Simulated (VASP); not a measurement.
## As2Se: single point with PBEsol

Crystal: As2Se.

```
As Se
1.0
    -3.17942    3.17942    3.11559
     3.17942   -3.17942    3.11559
     3.17942    3.17942   -3.11559
As Se
4 2
Direct
  0.87500 0.12500 0.75000
  0.37500 0.12500 0.25000
  0.87500 0.62500 0.75000
  0.87500 0.12500 0.25000
  0.50000 0.50000 0.00000
  0.25000 0.75000 0.50000
```

This cell differs from its parent crystal: ratio of the length along z to the lengths across it x 1.3, volume and fractional coordinates fixed.

```yaml
Program: VASP 6.6.1
Task: single point
Functional: PBEsol
Potentials_or_basis: VASP PAW PBE potentials, release 64 (As, Se)
Cutoff: 520 eV
k_mesh: 12 × 12 × 12
Occupations: gaussian, width 0.15 eV
Spin: no spin polarisation
Dipole_correction: no
Further_INCAR_settings: ALGO = Normal; EDIFF = 1e-06; NBANDS = 25
```

```json
{"Pressure": "-4.0 GPa", "Band gap on the k mesh": "zero (band 16 reaches 5.78 eV, above the bottom of band 17 at 4.57 eV)"}
```

Stress tensor (GPa, compression positive):
```
  1.46   0.00   0.00
  0.00   1.46   0.00
  0.00   0.00 -15.03
```

Levels at points of the mesh, in eV from the Fermi level:
| k point | band 12 | band 13 | band 14 | band 15 | band 16 | band 17 | band 18 | band 19 | band 20 | band 21 |
| --- | --- | --- | --- | --- | --- | --- | --- | --- | --- | --- |
| (0.00, 0.00, 0.00) | -2.99 | -2.99 | -0.91 | -0.91 | -0.84 | 0.33 | 3.60 | 3.60 | 3.72 | 4.82 |
| (0.50, 0.00, 0.00) | -1.85 | -1.21 | -0.84 | -0.50 | -0.48 | -0.35 | 0.01 | 1.12 | 2.11 | 2.81 |
| (0.50, 0.50, 0.00) | -1.88 | -1.05 | -1.05 | -0.86 | -0.86 | 0.14 | 0.14 | 1.58 | 1.58 | 2.66 |
| (0.50, 0.50, 0.50) | -2.40 | -0.70 | -0.70 | 0.80 | 0.80 | 1.14 | 1.14 | 1.52 | 1.52 | 2.14 |

Wall time 4.9 min on 1 thread of Intel(R) Xeon(R) 6975P-C (Granite Rapids) (shared host), peak memory 0.56 GiB.

Caveat: the PAW data sets were made with another functional, which shifts forces and pressure a little.
